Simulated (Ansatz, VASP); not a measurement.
One calculation of Ti3Al, two programs

INCAR

```
ALGO = Fast ; EDIFF = 1E-7
ENCUT = 520 ; GGA = PS
ISIF = 2 ; ISMEAR = -1
LASPH = True ; LCHARG = False
LREAL = False ; LWAVE = False
NBANDS = 28 ; NELM = 60
PREC = Accurate ; SIGMA = 0.05
```

File KPOINTS:

```
k-points
0
Gamma
  10 10 3
```

Contents of POSCAR:

```
Ti3Al
1.0
    2.9275422229      0.0000000000      0.0000000000
   -1.4637711114      2.5353259357      0.0000000000
    0.0000000000      0.0000000000      9.2263620000
Ti Al
3 1
Direct
    0.3522190000      0.6805740000      0.2548270000
    0.3479140000      0.6913960000      0.7463020000
    0.6520880000      0.3418930000      0.0003530000
    0.6604000000      0.3215280000      0.5011080000
```

input.yaml

```yaml
crystal:
  lattice:
    - [2.9275422229, 0.0, 0.0]
    - [-1.4637711114, 2.5353259357, 0.0]
    - [0.0, 0.0, 9.226362]
  atoms:
    - { symbol: Ti, position: [0.352219, 0.680574, 0.254827] }
    - { symbol: Ti, position: [0.347914, 0.691396, 0.746302] }
    - { symbol: Ti, position: [0.652088, 0.341893, 0.000353] }
    - { symbol: Al, position: [0.6604, 0.321528, 0.501108] }
kpoints:
  mp_grid: { grid: [10, 10, 3] }
scf:
  occupations: { method: fermi_dirac, width: 0.05 }
hamiltonian:
  xc: pbesol
  pseudopotentials: { kind: all_electron, lapw: { basis_error: 0.001 } }
output:
  forces: true
  stress: true
  eigenvalues: true
  populations: true
```

Change from the starting cell: atoms moved at random, drawn with an rms of 0.05 Å.

Alike in both runs: task single point; functional PBEsol; k mesh 10 × 10 × 3; occupations fermi-dirac, width 0.05 eV; no spin polarisation.

|  | VASP | Ansatz |
| --- | --- | --- |
| version | VASP 6.6.1 | Ansatz 0.2.0 |
| potentials or method | VASP PAW PBE potentials, release 64 (Ti_sv, Al), cutoff 520 eV | all-electron LAPW, scalar-relativistic |

Ansatz gave:

```
gap on the k mesh at the Fermi level (eV)                     : none
pressure (GPa)                                                : -3.5
traceless stress, the component that is largest in VASP (GPa) : -0.94
rms of the force components (eV/Å)                            : 0.196
```

Which values does VASP return?

gap on the k mesh at the Fermi level (eV): none; pressure (GPa): -3.5; traceless stress, the component that is largest in VASP (GPa): -0.96; rms of the force components (eV/Å): 0.200.

VASP's potentials were made for PBE, not for PBEsol. Atom by atom the forces differ by 0.004 eV/Å (rms over components). A gap of «none» marks a metal or a gap that the smearing closes. Ansatz ran all-electron here, and VASP with PAW potentials.
